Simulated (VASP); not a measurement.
Input of a VASP 6.6.1 run:

The input INCAR:

```
SYSTEM = TiB2SO6
  ALGO = Normal
  EDIFF = 1E-6
  ENCUT = 520
  GGA = PE
  ISIF = 2
  ISMEAR = -1
  LASPH = .True.
  LCHARG = .False.
  LREAL = .False.
  LWAVE = .False.
  NBANDS = 41
  NELM = 100
  PREC = Accurate
  SIGMA = 0.1
```

KPOINTS

```
k-points
0
Gamma
  5 5 5
  0 0 0
```

File POSCAR:

```
TiB2SO6
1.0
    2.3748610000      4.1133790000      0.0000000000
   -2.3748610000      4.1133790000      0.0000000000
   -2.3748610000      1.3711230000      5.1669080000
S Ti B O
1 1 2 6
Direct
    0.0000000000      0.0000000000      0.0000000000
    0.5000000000      0.0000000000      0.5000000000
    0.7658000000      0.4684000000      0.2974000000
    0.2342000000      0.5316000000      0.7026000000
    0.0767000000      0.2869000000      0.2905000000
    0.6364000000      0.7862000000      0.2905000000
    0.5774000000      0.3459000000      0.2905000000
    0.9233000000      0.7131000000      0.7095000000
    0.3636000000      0.2138000000      0.7095000000
    0.4226000000      0.6541000000      0.7095000000
```

Potentials or basis: VASP PAW PBE potentials, release 64 (S, Ti_sv, B, O).

Command:

```console
$ cat potpaw_PBE.64/S/POTCAR potpaw_PBE.64/Ti_sv/POTCAR potpaw_PBE.64/B/POTCAR potpaw_PBE.64/O/POTCAR > POTCAR
$ mpirun -np 1 vasp_std > vasp.out
```

(1) What does it give for the pressure?

(2) Estimate the band gap on the k mesh.

(3) Estimate the largest force.

Results:

(1) 39.5 GPa.

(2) zero (bands 30 and 31 overlap by 0.34 eV).

(3) 2.441 eV/Å.

Caveat: the cell stands under pressure; semilocal functionals often make such compounds metallic where correlation or magnetic order opens a gap, which also shifts bond lengths; forces of over 1 eV/Å act on the atoms, so gaps and moduli don't describe the material at rest.
